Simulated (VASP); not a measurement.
A run of VASP 6.6.1:

File INCAR:

```
  PREC = Accurate
  ENCUT = 520
  EDIFF = 1E-6
  ISMEAR = 0
  SIGMA = 0.1
  LREAL = F
  LASPH = T
  NELM = 80
  ALGO = Fast
  ISIF = 2
  LWAVE = F
  LCHARG = T
  GGA = PS
  LELF = T
  LVHAR = T
  NBANDS = 16
```

Contents of KPOINTS:

```
regular mesh
0
Gamma
  10 10 14
```

POSCAR

```
Al2Cu
1.0
    4.0841722007      0.0000000000      0.0000000000
    0.0000000000      4.0841722007      0.0000000000
    0.0000000000      0.0000000000      2.8463947367
Al Cu
2 1
Direct
    0.5000000000      0.0000000000      0.5000000000
    0.0000000000      0.5000000000      0.5000000000
    0.0000000000      0.0000000000      0.0000000000
```

Potentials or basis: VASP PAW PBE potentials, release 64 (Al, Cu).

Run with:

```bash
$ cat potpaw_PBE.64/Al/POTCAR potpaw_PBE.64/Cu/POTCAR > POTCAR
$ mpirun -np 1 vasp_std > vasp.out
```

Hardware: 1 thread of Intel(R) Xeon(R) 6975P-C (Granite Rapids), with other jobs on the host.

Task: How long does it take, and how much memory?

Result: It took 65 s on 1 thread of Intel(R) Xeon(R) 6975P-C (Granite Rapids), with other jobs on the host, peak memory 0.24 GiB. Counts: scf iterations 18, k points 168.
